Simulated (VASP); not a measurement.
A run of VASP 6.6.1 is set up as follows.

INCAR

```
ALGO = Normal
EDIFF = 1E-7
EDIFFG = -0.04
ENCUT = 600
GGA = PE
IBRION = 2
ISIF = 3
ISMEAR = 0
LASPH = T
LCHARG = F
LREAL = F
LWAVE = F
NELM = 80
NSW = 90
PREC = Accurate
SIGMA = 0.1
```

The input KPOINTS:

```
k-points
0
Gamma
  4 4 4
```

File POSCAR:

```
Si4BW
1.0
   -2.7674593400      2.7674593400      2.6810913900
    2.7674593400     -2.7674593400      2.6810913900
    2.7674593400      2.7674593400     -2.6810913900
Si B W
4 1 1
Direct
    0.0000000000      0.2956176300      0.2956176300
    0.0000000000      0.7043823700      0.7043823700
    0.2956176300      0.0000000000      0.2956176300
    0.7043823700      0.0000000000      0.7043823700
    0.0000000000      0.0000000000      0.0000000000
    0.5000000000      0.5000000000      0.0000000000
```

Potentials or basis: VASP PAW PBE potentials, release 64 (Si, B, W_sv).

The run is started by

```sh
$ cat potpaw_PBE.64/Si/POTCAR potpaw_PBE.64/B/POTCAR potpaw_PBE.64/W_sv/POTCAR > POTCAR
$ mpirun -np 1 vasp_std > vasp.out
```

Task: Predict the space group after relaxing (to 0.05 Å).

Result: I4/mmm (No. 139).

Task: What does it give for the relaxed volume?

Result: 14.99 Å³/atom.

Task: Estimate the relaxed cell.

Result: a = 5.095 Å, b = 5.095 Å, c = 5.095 Å, α = 99.58°, β = 99.58°, γ = 131.84°.

Stress tensor (GPa, compression positive):
```
 0.08  0.00  0.00
 0.00  0.08  0.00
 0.00  0.00 -0.12
```

Caveat: the k points lie up to 0.45 Å⁻¹ apart in the final cell.
